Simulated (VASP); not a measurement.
**CoSi2: single point with BLYP+D4**

Crystal: CoSi2.

```
CELL_PARAMETERS angstrom
0.00000 2.66003 2.66003
2.66003 0.00000 2.66003
2.66003 2.66003 0.00000
ATOMIC_POSITIONS crystal
Co 0.00000 0.00000 0.00000
Si 0.75000 0.75000 0.75000
Si 0.25000 0.25000 0.25000
```

| Quantity | Value |
| --- | --- |
| Program | VASP 6.6.1 |
| Task | single point |
| Functional | BLYP |
| Dispersion | D4 |
| Potentials or basis | VASP PAW PBE potentials, release 64 (Co_sv, Si) |
| Cutoff | 690 eV |
| k mesh | 9 × 9 × 9 |
| Occupations | tetrahedron |
| Spin | collinear spin, ferromagnetic start |
| Starting moments | [4.0, 0.0, 0.0] μB |
| Fixed moment | 4 μB |

| Property | Result |
| --- | --- |
| Pressure | 37.0 GPa |
| Net moment | 4.00 μB per cell |
| Site moments | Co +2.07; Si +0.35 μB |
| Valence electrons inside the program's atomic spheres | Co 15.24; Si 1.70 |
| Dispersion energy per atom | -0.910 eV |

Run time: 52 s on 1 thread of Intel(R) Xeon(R) 6975P-C (Granite Rapids), on a shared host, peak memory 0.24 GiB.

Caveat: the cell stands under pressure; the PAW data sets were made with another functional, which shifts forces and pressure a little; the total moment is fixed, so each spin has its own Fermi level and the state may be an excited one.
